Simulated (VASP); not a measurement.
## MoSe: single point with PBE

The system is MoSe.

```
Mo Se
1.0
     0.00000    2.84052    2.84052
     2.84052    0.00000    2.84052
     2.84052    2.84052    0.00000
Mo Se
1 1
Cartesian
  0.0000 0.0000 0.0000
  1.4203 1.4203 1.4203
```

```
Program                : VASP 6.6.1
Task                   : single point
Functional             : PBE
Potentials or basis    : VASP PAW PBE potentials, release 64 (Mo_sv, Se)
Cutoff                 : 520 eV
k mesh                 : 10 × 10 × 10
Occupations            : gaussian, width 0.05 eV
Spin                   : collinear spin, ferromagnetic start
Starting moments       : [0.91, 0.0] μB
Dipole correction      : no
Further INCAR settings : ALGO = Normal; EDIFF = 1e-07; NBANDS = 21
```

```
Pressure                                              : 0.1 GPa
Net moment                                            : 1.18 μB per cell
Site moments                                          : Mo +1.04; Se -0.02 μB
Valence electrons inside the program's atomic spheres : Mo 12.43; Se 3.97
```

Levels at points of the mesh, in eV from the Fermi level:
Spin up:
```tsv
k point	band 6	band 7	band 8	band 9	band 10	band 11	band 12	band 13	band 14	band 15
(0.00, 0.00, 0.00)	-4.98	-4.98	-4.98	-1.07	-1.07	1.11	3.99	3.99	3.99	7.35
(0.50, 0.00, 0.00)	-5.61	-4.62	-4.62	-0.72	-0.72	-0.33	2.01	2.01	3.65	7.98
(0.50, 0.50, 0.00)	-6.12	-3.90	-3.90	-1.64	-0.37	-0.36	0.44	0.44	5.64	7.03
```
Spin down:
```tsv
k point	band 7	band 8	band 9	band 10	band 11	band 12
(0.00, 0.00, 0.00)	-4.76	-4.76	-0.06	-0.06	1.31	4.28
(0.50, 0.00, 0.00)	-4.38	-4.38	0.15	0.23	0.23	2.37
(0.50, 0.50, 0.00)	-3.76	-3.76	-1.29	0.46	0.75	0.90
```

Wall time 79 s on 1 thread of Intel(R) Xeon(R) Platinum 8259CL CPU @ 2.50GHz (Skylake/Cascade Lake), on a shared host, peak memory 0.23 GiB.
